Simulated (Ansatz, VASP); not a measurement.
**CaSe: VASP beside Ansatz**

File INCAR:

```
  PREC = Accurate
  ENCUT = 520
  EDIFF = 1E-7
  ISMEAR = -1
  SIGMA = 0.02
  LREAL = False
  LASPH = True
  NELM = 80
  ALGO = Normal
  ISIF = 2
  LWAVE = False
  LCHARG = False
  GGA = PE
  NBANDS = 24
```

The input KPOINTS:

```
regular mesh
0
Gamma
  6 6 4
```

File POSCAR:

```
CaSe
1.0
    5.0806806209      0.0000000000      0.0000000000
   -2.5403403104      4.3349738781      0.0000000000
    0.0000000000      0.0000000000      5.8757322638
Ca Se
2 2
Direct
    0.3323236204      0.6646472407     -0.0625000000
    0.6676763796      0.3353527593      0.4375000000
    0.3319658712      0.6639317425      0.4375000000
    0.6680341288      0.3360682575      0.9375000000
```

Input for Ansatz:

```yaml
crystal:
  lattice:
    - [5.0806806209, 0.0, 0.0]
    - [-2.5403403104, 4.3349738781, 0.0]
    - [0.0, 0.0, 5.8757322638]
  atoms:
    - { symbol: Ca, position: [0.3323236204, 0.6646472407, -0.0625] }
    - { symbol: Ca, position: [0.6676763796, 0.3353527593, 0.4375] }
    - { symbol: Se, position: [0.3319658712, 0.6639317425, 0.4375] }
    - { symbol: Se, position: [0.6680341288, 0.3360682575, 0.9375] }
kpoints:
  mp_grid: { grid: [6, 6, 4] }
  band_path:
    path:
      - [0.0, 0.0, 0.0]
      - [0.5, 0.0, 0.0]
      - [0.3333333333, 0.3333333333, 0.0]
      - [0.0, 0.0, 0.5]
      - [0.5, 0.0, 0.5]
      - [0.3333333333, 0.3333333333, 0.5]
      - [0.328125, 0.333333, 0.0]
    npoints: 1
hamiltonian:
  xc: pbe
scf:
  occupations: { method: fermi_dirac, width: 0.02 }
  n_extra_bands: 5
output:
  forces: true
  stress: true
  eigenvalues: true
  write_density: true
  write_potential: true
  elf: true
  volumetric_format: npy
```

Change from the starting cell: uniaxial_x strain +1.5%.

Alike in both runs: task single point; functional PBE; k mesh 6 × 6 × 4; occupations fermi-dirac, width 0.02 eV; no spin polarisation.

|  | VASP | Ansatz |
| --- | --- | --- |
| version | VASP 6.6.1 | Ansatz 0.2.0 |
| potentials or method | VASP PAW PBE potentials, release 64 (Ca_sv, Se) | plane waves, PAW |
| plane-wave cutoff (eV) | 520 | 420 |
| valence electrons in the cell | 32 | 52 |

VASP gave:

| Item | Value |
| --- | --- |
| gap on the k mesh at the Fermi level (eV) | 2.48 |
| pressure (GPa) | 0.1 |
| traceless stress, the component that is largest in VASP (GPa) | 0.31 |

What did Ansatz give for the same quantities?

gap on the k mesh at the Fermi level (eV): 2.48; pressure (GPa): -0.1; traceless stress, the component that is largest in VASP (GPa): 0.28.

The functional is the same, so the differences come from potentials, cutoffs and numerics. VASP's potentials hold 32 valence electrons a cell and Ansatz's 52, so a difference there can come from the potentials and not from the codes.
